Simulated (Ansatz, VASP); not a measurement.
# Two plane-wave programs on Ni

```xyz
1
Lattice="0.0000 1.7104 1.7104 1.7104 0.0000 1.7104 1.7104 1.7104 0.0000" Properties=species:S:1:pos:R:3 pbc="T T T"
Ni    0.0000    0.0000    0.0000
```

Alike in both runs: task single point; functional LDA; k mesh 3 × 3 × 3; occupations fermi-dirac, width 0.1 eV; no spin polarisation.

```csv
,VASP,Ansatz
version,VASP 6.6.1,Ansatz 0.2.0
potentials or method,"VASP PAW LDA potentials, release 64 (Ni), cutoff 600 eV","plane waves (420 eV) with PAW, scalar-relativistic"
valence electrons in the cell,10,18
```

```csv
,VASP,Ansatz,Ansatz less VASP
pressure (GPa),10.9,11.1,+0.20
```

Ansatz warns that its potentials were made for another functional, while VASP's fit it. LDA's correlation is that of Perdew and Zunger in VASP and of Perdew and Wang (1992) in Ansatz. VASP's potentials hold 10 valence electrons a cell and Ansatz's 18, so a difference there can come from the potentials and not from the codes.

The k mesh is coarse, so the values compare programs but aren't converged.
